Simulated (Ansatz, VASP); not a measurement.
**One calculation of SiNi, two programs**

```xyz
32
Lattice="-5.1384 3.3971 5.5985 5.1384 -3.3971 5.5985 5.1384 3.3971 -5.5985" Properties=species:S:1:pos:R:3 pbc="T T T"
Si    4.2181    2.5478   -2.3187
Si    4.2181   -0.8493    3.2798
Si   -0.9203    2.5478    3.2798
Si    4.2181    2.5478    3.2798
Si    0.9203    0.8493    2.3187
Si    6.0587    0.8493    2.3187
Si    0.9203    4.2463    2.3187
Si    0.9203    0.8493    7.9172
Si    1.6489    2.5478   -0.4806
Si    1.6489   -0.8493    5.1179
Si   -3.4895    2.5478    5.1179
Si    1.6489    2.5478    5.1179
Si    3.4895    0.8493    0.4806
Si    8.6279    0.8493    0.4806
Si    3.4895    4.2463    0.4806
Si    3.4895    0.8493    6.0791
Ni    2.6124    4.2463   -1.7435
Ni    2.6124    0.8493    3.8550
Ni   -2.5260    4.2463    3.8550
Ni    2.6124    4.2463    3.8550
Ni    2.5260   -0.8493    1.7435
Ni    7.6644   -0.8493    1.7435
Ni    2.5260    2.5478    1.7435
Ni    2.5260   -0.8493    7.3420
Ni    5.1816    0.8493   -1.0557
Ni    5.1816   -2.5478    4.5428
Ni    0.0432    0.8493    4.5428
Ni    5.1816    0.8493    4.5428
Ni   -0.0432    2.5478    1.0557
Ni    5.0952    2.5478    1.0557
Ni   -0.0432    5.9449    1.0557
Ni   -0.0432    2.5478    6.6542
```

Alike in both runs: task single point; functional PBE; k mesh 1 × 1 × 1; occupations methfessel-paxton of order 1, width 0.1 eV; no spin polarisation.

|  | VASP | Ansatz |
| --- | --- | --- |
| version | VASP 6.6.1 | Ansatz 0.2.0 |
| potentials or method | VASP PAW PBE potentials, release 64 (Si, Ni), cutoff 520 eV | plane-wave PAW DFT |
| valence electrons in the cell | 224 | 352 |

|  | VASP | Ansatz | Ansatz less VASP |
| --- | --- | --- | --- |
| rms of the force components (eV/Å) | 0.191 | 0.191 | -0.0006 |

Atom by atom the forces differ by 0.006 eV/Å (rms over components). VASP's potentials hold 224 valence electrons a cell and Ansatz's 352, so a difference there can come from the potentials and not from the codes.

The k mesh is coarse, so the values compare programs but aren't converged.
